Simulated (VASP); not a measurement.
## Hf3H: relaxation of cell and atoms with PBE

Crystal: Hf3H.

```xyz
4
Lattice="2.8225 0.0000 0.0000 -1.4112 2.4443 0.0000 0.0000 0.0000 9.3694" Properties=species:S:1:pos:R:3 pbc="T T T"
Hf    1.4112    0.8148    4.6847
Hf    0.0000    1.6295    2.3085
Hf    0.0000    1.6295    7.0609
H     1.4112    0.8148    0.0000
```

| Quantity | Value |
| --- | --- |
| Program | VASP 6.6.1 |
| Task | relaxation of cell and atoms |
| Functional | PBE |
| Potentials or basis | VASP PAW PBE potentials, release 64 (Hf_pv, H) |
| Cutoff | 600 eV |
| k mesh | 8 × 8 × 2 |
| Occupations | gaussian, width 0.2 eV |
| Spin | no spin polarisation |
| Dipole correction | no |
| Further INCAR settings | ALGO = Normal; EDIFF = 1e-07; IBRION = 2; EDIFFG = -0.08; NSW = 36; ISIF = 3 |

- Relaxed volume: 17.22 Å³/atom
- Relaxed cell: a = 3.175 Å, b = 3.175 Å, c = 7.890 Å, α = 90.00°, β = 90.00°, γ = 120.00°
- Space group after relaxing (to 0.05 Å): P-6m2 (No. 187)
- Energy gained by relaxing: 863.2 meV/atom
- Ionic steps: 14
- Pressure after relaxing: 0.2 GPa
- Largest force after relaxing: 0.027 eV/Å

Forces on the atoms (eV/Å):
```
Hf   0.000  0.000  0.000
Hf   0.000  0.000 -0.027
Hf   0.000  0.000  0.027
H    0.000  0.000  0.000
```

Stress tensor (GPa, compression positive):
```
 0.27  0.00  0.00
 0.00  0.27  0.00
 0.00  0.00 -0.08
```

The path:
```
step  energy change (eV)  largest force (eV/Å)  pressure (GPa)  volume (Å³)
   1              0.0000                3.2044           29.32        64.64
   2             -1.0662                0.0258          -15.11        95.98
   3             -1.8182                0.8922           -4.15        81.65
   4             -1.8187                0.9239           -3.72        81.28
   5             -2.2130                1.2714           -2.82        78.29
   6             -2.5289                2.3410            0.59        73.41
   7             -2.8257                2.1578           -0.45        72.39
   8             -3.2992                0.0647            0.38        69.21
   9             -3.3020                1.0270           -0.52        70.01
  10             -3.3174                0.6161           -0.16        69.63
  11             -3.4377                0.2435           -0.52        69.41
  12             -3.4518                0.0822           -0.51        69.28
  13             -3.4517                0.0727           -0.50        69.27
  14             -3.4526                0.0272            0.15        68.87
```

Final structure:
```yaml
crystal:
  lattice:
    - [3.17477, 0.00000, 0.00000]
    - [-1.58739, 2.74943, 0.00000]
    - [0.00000, 0.00000, 7.88958]
  atoms:
    - { symbol: Hf, position: [0.66667, 0.33333, 0.50000] }
    - { symbol: Hf, position: [0.33333, 0.66667, 0.18467] }
    - { symbol: Hf, position: [0.33333, 0.66667, 0.81533] }
    - { symbol: H, position: [0.66667, 0.33333, 0.00000] }
```

Levels at points of the mesh, in eV from the Fermi level:
```csv
k point,band 11,band 12,band 13,band 14,band 15,band 16,band 17,band 18,band 19
"(0.00, 0.00, 0.00)",-5.44,-4.70,-2.24,0.62,0.81,0.96,0.96,1.40,1.40
"(0.50, 0.00, 0.00)",-3.77,-2.78,-2.59,-1.23,-1.21,0.73,0.91,1.47,1.59
"(0.00, 0.00, 0.50)",-6.53,-3.73,-2.03,-0.30,0.97,0.97,1.22,1.22,1.25
"(0.50, 0.00, 0.50)",-3.23,-3.14,-2.44,-1.87,-0.87,-0.25,0.83,1.58,2.01
```

Run time: 2.8 min on 1 thread of Intel(R) Xeon(R) 6975P-C (Granite Rapids), with other jobs on the host, peak memory 0.22 GiB.

Caveat: spin-orbit coupling is left out, which moves the levels of the heavy elements; the relaxation stopped at a loose force limit of 0.08 eV/Å, so its end isn't a converged minimum.
